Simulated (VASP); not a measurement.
# AlRu in VASP: settings compared

The runs below take AlRu through single point, with PBEsol-based global hybrid with 25 % exact exchange, vdW-DF-cx.

Program: VASP 6.6.1. These are calculated values, not measurements. Logs are shortened: lines on timing, memory, paths and dates and some standing lists are left out, and cuts for length are marked.

## (1) The cell of the first run

It takes space group Pm-3m (No. 221, cubic). Conventional cell: a = 2.992 Å, b = 2.992 Å, c = 2.992 Å, α = 90.00°, β = 90.00°, γ = 90.00°. Within 3.4 Å of Ru (site symmetry m-3m) lie 8 Al at 2.59 Å and 6 Ru at 2.99 Å. Al (site symmetry m-3m) has 8 Ru at 2.59 Å and 6 Al at 2.99 Å within 3.4 Å.

## (2) Single point, PBEsol-based global hybrid with 25 % exact exchange

Input file POSCAR:

```
AlRu
1.0
    2.9916000000      0.0000000000      0.0000000000
    0.0000000000      2.9916000000      0.0000000000
    0.0000000000      0.0000000000      2.9916000000
Ru Al
1 1
Direct
    0.5000000000      0.5000000000      0.5000000000
    0.0000000000      0.0000000000      0.0000000000
```

Input file INCAR.step1:

```
PREC = Accurate
ENCUT = 520
EDIFF = 1E-5
ISMEAR = -1
SIGMA = 0.05
LREAL = False
LASPH = True
NELM = 60
ALGO = Normal
ISIF = 2
LWAVE = True
LCHARG = False
NBANDS = 16
GGA = PE
```

Input file INCAR.step2:

```
PREC = Accurate
ENCUT = 520
EDIFF = 1E-7
ISMEAR = -1
SIGMA = 0.05
LREAL = False
LASPH = True
NELM = 60
ALGO = Normal
ISIF = 2
LWAVE = False
LCHARG = False
GGA = PS
LHFCALC = True
AEXX = 0.25
PRECFOCK = Normal
NBANDS = 16
ISTART = 1
```

Input file KPOINTS:

```
Automatic mesh
0
Gamma
  5 5 5
```

Potentials or basis: VASP PAW PBE potentials, release 64 (Ru_pv, Al).

Launch:

```sh
$ cat potpaw_PBE.64/Ru_pv/POTCAR potpaw_PBE.64/Al/POTCAR > POTCAR
$ cp INCAR.step1 INCAR
$ mpirun -np 1 vasp_std > vasp.out
$ cp INCAR.step2 INCAR
$ mpirun -np 1 vasp_std > vasp.out
```

OUTCAR:

```text
PREC = Accurate
   ENCUT = 520
   EDIFF = 1E-7
   ISMEAR = -1
   LREAL = False
   LASPH = True
   NELM = 60
   ISIF = 2
   GGA = PS
   LHFCALC = True
   AEXX = 0.25
   PRECFOCK = Normal
   ISTART = 1

 ion  position               nearest neighbor table
   1  0.500  0.500  0.500-   2 2.59   2 2.59   2 2.59   2 2.59   2 2.59   2 2.59   2 2.59   2 2.59

   2  0.000  0.000  0.000-   1 2.59   1 2.59   1 2.59   1 2.59   1 2.59   1 2.59   1 2.59   1 2.59

  LATTYP: Found a simple cubic cell.
 ALAT       =     2.9916000000

  Lattice vectors:

 A1 = (   2.9916000000,   0.0000000000,   0.0000000000)
 A2 = (   0.0000000000,   2.9916000000,   0.0000000000)
 A3 = (   0.0000000000,   0.0000000000,   2.9916000000)

Analysis of symmetry for initial positions (statically):
=====================================================================
 Subroutine PRICEL returns:
 Original cell was already a primitive cell.

 Routine SETGRP: Setting up the symmetry group for a
 simple cubic supercell.

 Subroutine GETGRP returns: Found 48 space group operations
 (whereof 48 operations were pure point group operations)
 out of a pool of 48 trial point group operations.

The static configuration has the point symmetry O_h .

Analysis of symmetry for dynamics (positions and initial velocities):
=====================================================================
 Subroutine PRICEL returns:
 Original cell was already a primitive cell.

 Routine SETGRP: Setting up the symmetry group for a
 simple cubic supercell.

 Subroutine GETGRP returns: Found 48 space group operations
 (whereof 48 operations were pure point group operations)
 out of a pool of 48 trial point group operations.

The dynamic configuration has the point symmetry O_h .

 Subroutine INISYM returns: Found 48 space group operations
 (whereof 48 operations are pure point group operations),
 and found     1 'primitive' translations

----------------------------------------------------------------------------------------

                                     Primitive cell

  volume of cell :      26.7738

  direct lattice vectors                    reciprocal lattice vectors
     2.991600000  0.000000000  0.000000000     0.334269287  0.000000000  0.000000000
     0.000000000  2.991600000  0.000000000     0.000000000  0.334269287  0.000000000
     0.000000000  0.000000000  2.991600000     0.000000000  0.000000000  0.334269287

  length of vectors
     2.991600000  2.991600000  2.991600000     0.334269287  0.334269287  0.334269287

  position of ions in fractional coordinates (direct lattice)
     0.500000000  0.500000000  0.500000000
     0.000000000  0.000000000  0.000000000

  ion indices of the primitive-cell ions
   primitive index   ion index
                 1           1
                 2           2

----------------------------------------------------------------------------------------

 KPOINTS: Automatic mesh

Automatic generation of k-mesh.
 Grid dimensions read from file:
 generate k-points for:    5    5    5

 Generating k-lattice:

  Cartesian coordinates                     Fractional coordinates (reciprocal lattice)
     0.066853857  0.000000000  0.000000000     0.200000000  0.000000000  0.000000000
     0.000000000  0.066853857  0.000000000     0.000000000  0.200000000  0.000000000
     0.000000000  0.000000000  0.066853857     0.000000000  0.000000000  0.200000000

  Length of vectors
     0.066853857  0.066853857  0.066853857

  Shift w.r.t. Gamma in fractional coordinates (k-lattice)
     0.000000000  0.000000000  0.000000000

 Subroutine IBZKPT returns following result:
 ===========================================

 Found     10 irreducible k-points:

 Following reciprocal coordinates:
            Coordinates               Weight
  0.000000  0.000000  0.000000      1.000000
  0.200000  0.000000  0.000000      6.000000
  0.400000  0.000000  0.000000      6.000000
  0.200000  0.200000  0.000000     12.000000
  0.400000  0.200000  0.000000     24.000000
  0.400000  0.400000  0.000000     12.000000
  0.200000  0.200000  0.200000      8.000000
  0.400000  0.200000  0.200000     24.000000
  0.400000  0.400000  0.200000     24.000000
  0.400000  0.400000  0.400000      8.000000
   k-points           NKPTS =     10   k-points in BZ     NKDIM =    125   number of bands    NBANDS=     16
   number of dos      NEDOS =    301   number of ions     NIONS =      2
   total plane-waves  NPLWV =  13824
   dimension x,y,z NGX =    24 NGY =   24 NGZ =   24
   dimension x,y,z NGXF=    48 NGYF=   48 NGZF=   48
   ions per type =               1   1
   NGX,Y,Z   is equivalent  to a cutoff of  13.34, 13.34, 13.34 a.u.
   NGXF,Y,Z  is equivalent  to a cutoff of  26.67, 26.67, 26.67 a.u.
 SYSTEM =  unknown system
   PREC   = accura    normal or accurate (medium, high low for compatibility)
   ISTART =      1    job   : 0-new  1-cont  2-samecut
   ICHARG =      0    charge: 1-file 2-atom 10-const
   ISPIN  =      1    spin polarized calculation?
   LNONCOLLINEAR =      F non collinear calculations
   LSORBIT =      F    spin-orbit coupling
   LASPH  =      T    aspherical Exc in radial PAW
   ENCUT  =  520.0 eV  38.22 Ry    6.18 a.u.   5.56  5.56  5.56*2*pi/ulx,y,z
   NELM   =     60;   NELMIN=  2; NELMDL=  0     # of ELM steps
   EDIFF  = 0.1E-06   stopping-criterion for ELM
   LREAL  =      F    real-space projection
   EDIFFG = 0.1E-05   stopping-criterion for IOM
   NSW    =      0    number of steps for IOM
   IBRION =     -1    ionic relax: 0-MD 1-quasi-New 2-CG
   NFREE  =      0    steps in history (QN), initial steepest desc. (CG)
   ISIF   =      2    stress and relaxation
   ISYM   =      3    0-nonsym 1-usesym 2-fastsym
   POTIM  = 0.5000    time-step for ionic-motion
   TEBEG  =    0.0;   TEEND  =   0.0 temperature during run
   PSTRESS=    0.0 pullay stress
   NELECT =      17.0000    total number of electrons
   NUPDOWN=      -1.0000    fix difference up-down
   EMIN   =  10.00;   EMAX   =-10.00  energy-range for DOS
   EFERMI =   0.00;   METHOD = LEGACY
   ISMEAR =    -1;   SIGMA  =   0.05  broadening in eV -4-tet -1-fermi 0-gaus
   EFERMI_NEDOS =   21; number of points for ismear=-14 and -15
   IALGO  =     38    algorithm
   IMIX   =      1    mixing-type and parameters
     AMIX     =   0.40;   BMIX     =  1.00
     AMIX_MAG =   1.60;   BMIX_MAG =  1.00
  volume/ion in A,a.u.               =      13.39        90.34
  Fermi-wavevector in a.u.,A,eV,Ry     =   1.407087  2.659009 26.938090  1.979894
  Thomas-Fermi vector in A             =   2.529382
   LORBIT       =      0    0 simple, 1 ext, 2 COOP (PROOUT), +10 PAW based schemes
   GGA     = PS    functional components
   LHFCALC =     T    Hartree Fock is set to
   PRECFOCK=normal    Normal, Fast or Accurate (Low or Medium for compatibility)
   ENCUT4O =  -1.0   cutoff for four orbital integrals eV
   NKREDX  =     1    reduce k-point grid by
   NKREDY  =     1    reduce k-point grid by
   NKREDZ  =     1    reduce k-point grid by
   AEXX    =    0.2500 exact exchange contribution
   HFSCREEN=    0.0000 screening length (either q_TF or 0.3 A-1)
   HFSCREENC=   0.0000 screening length for correlation (either q_TF or 0.3 A-1)
   ENCUTFOCK=  -1.0 apply spherical cutoff to Coloumb kernel
   IVDW    =     0    specifies the selected vdW correction
   LEPSILON=     F    determine dielectric tensor
   LRPA    =     F    only Hartree local field effects (RPA)
 non-spin polarized calculation
  energy-cutoff  :      520.00
  volume of cell :       26.77
 maximum number of plane-waves:       739
 NGX is ok and might be reduce to    24
  NGX = 18; NGY = 18; NGZ = 18

 number of electron      16.9999996 magnetization

 Free energy of the ion-electron system (eV)
  ---------------------------------------------------
  ext. energy  EPLUGINS =         0.00000000
  ---------------------------------------------------
  free energy    TOTEN  =       -18.70573824 eV

  energy without entropy =      -18.69892087  energy(sigma->0) =      -18.70232956

 E-fermi :  10.3043     XC(G=0):  -9.9349

 val. band max:       10.1981257535   @ k =   0.4000   0.4000   0.2000
 cond. band min:      10.5315572835   @ k =   0.2000   0.0000   0.0000
 fundamental gap:      0.3334315301
 Fermi energy:        10.3043013727

 k-point     1 :       0.0000    0.0000    0.0000
  band No.  band energies     occupation
      1     -34.6458      2.00000
      2     -34.6458      2.00000
      3     -34.6458      2.00000
      4      -0.9664      2.00000
      5       5.7918      2.00000
      6       5.7918      2.00000
[... 8 lines left out ...]
     15      27.0690      0.00000
     16      27.2202      0.00000

 k-point     2 :       0.2000    0.0000    0.0000
  band No.  band energies     occupation
      1     -34.7353      2.00000
      2     -34.6380      2.00000
      3     -34.6380      2.00000
      4      -0.1220      2.00000
      5       5.9677      2.00000
      6       6.0731      2.00000
[... 8 lines left out ...]
     15      27.0786      0.00000
     16      29.5287      0.00000

 k-point     3 :       0.4000    0.0000    0.0000
  band No.  band energies     occupation
      1     -34.8789      2.00000
      2     -34.6265      2.00000
      3     -34.6265      2.00000
      4       2.1106      2.00000
      5       4.8613      2.00000
      6       6.5969      2.00000
[... 8 lines left out ...]
     15      25.8632      0.00000
     16      25.8673      0.00000

 k-point     4 :       0.2000    0.2000    0.0000
  band No.  band energies     occupation
      1     -34.7283      2.00000
      2     -34.7258      2.00000
      3     -34.6290      2.00000
      4       0.6608      2.00000
      5       6.1002      2.00000
      6       6.4427      2.00000
[... 8 lines left out ...]
     15      27.0786      0.00000
     16      27.3528      0.00000
[... 58 lines left out ...]
 k-point     8 :       0.4000    0.2000    0.2000
  band No.  band energies     occupation
      1     -34.8616      2.00000
      2     -34.7066      2.00000
      3     -34.7047      2.00000
      4       3.0061      2.00000
      5       5.4801      2.00000
      6       6.3782      2.00000
[... 8 lines left out ...]
     15      26.4909      0.00000
     16      27.0785      0.00000

 k-point     9 :       0.4000    0.4000    0.2000
  band No.  band energies     occupation
      1     -34.8481      2.00000
      2     -34.8471      2.00000
      3     -34.6924      2.00000
      4       3.3813      2.00000
      5       5.6939      2.00000
      6       6.0718      2.00000
[... 8 lines left out ...]
     15      24.2457      0.00000
     16      27.0783      0.00000

 k-point    10 :       0.4000    0.4000    0.4000
  band No.  band energies     occupation
      1     -34.8349      2.00000
      2     -34.8327      2.00000
      3     -34.8327      2.00000
      4       4.0849      2.00000
      5       4.8182      2.00000
      6       4.8182      2.00000
[... 8 lines left out ...]
     15      21.2909      0.00000
     16      26.5022      0.00000

------------------------ aborting loop because EDIFF is reached ----------------------------------------

  FORCE on cell =-STRESS in cart. coord.  units (eV):
  Direction    XX          YY          ZZ          XY          YZ          ZX
  --------------------------------------------------------------------------------------
  -------------------------------------------------------------------------------------
  Total       -1.3165112     -1.3165112     -1.3165112     -0.0000000     -0.0000000      0.0000000
  in kB      -78.7815591    -78.7815591    -78.7815591     -0.0000000     -0.0000000      0.0000000
  external PRESSURE =     -78.7815591 kB  Pullay stress =       0.0000000 kB

 VOLUME and BASIS-vectors are now :
 -----------------------------------------------------------------------------
  energy-cutoff  :      520.00
  volume of cell :       26.77
      direct lattice vectors                 reciprocal lattice vectors
     2.991600000  0.000000000  0.000000000     0.334269287  0.000000000  0.000000000
     0.000000000  2.991600000  0.000000000     0.000000000  0.334269287  0.000000000
     0.000000000  0.000000000  2.991600000     0.000000000  0.000000000  0.334269287

 POSITION                                       TOTAL-FORCE (eV/Angst)
 -----------------------------------------------------------------------------------
      1.49580      1.49580      1.49580         0.000000      0.000000      0.000000
      0.00000      0.00000      0.00000         0.000000      0.000000      0.000000
 -----------------------------------------------------------------------------------
    total drift:                               -0.000000     -0.000000     -0.000000

  FREE ENERGIE OF THE ION-ELECTRON SYSTEM (eV)
  ---------------------------------------------------
  free  energy   TOTEN  =       -18.7057382423 eV

  energy  without entropy=      -18.6989208721  energy(sigma->0) =      -18.70232956
```

Wall time 9.3 min (1 thread of Intel Xeon Platinum 8259CL at 2.50GHz (Skylake/Cascade Lake), shared host); peak memory 0.15 GiB.

Results:

* Free energy: -18.7057 eV
* Pressure: -7.9 GPa
* Band gap on the k mesh: zero (an odd number of electrons rules out a gap without spin polarisation)

Levels at points of the mesh, in eV from the Fermi level:
```csv
k point,band 7,band 8,band 9,band 10,band 11,band 12
"(0.00, 0.00, 0.00)",-0.46,-0.46,-0.46,7.26,7.26,7.26
```

Caveat: the k points lie up to 0.42 Å⁻¹ apart, too coarse for converged energies and pressures of a metal; the PAW data sets were made with another functional, which shifts forces and pressure a little.

(Part 1 of 2 ends here.)
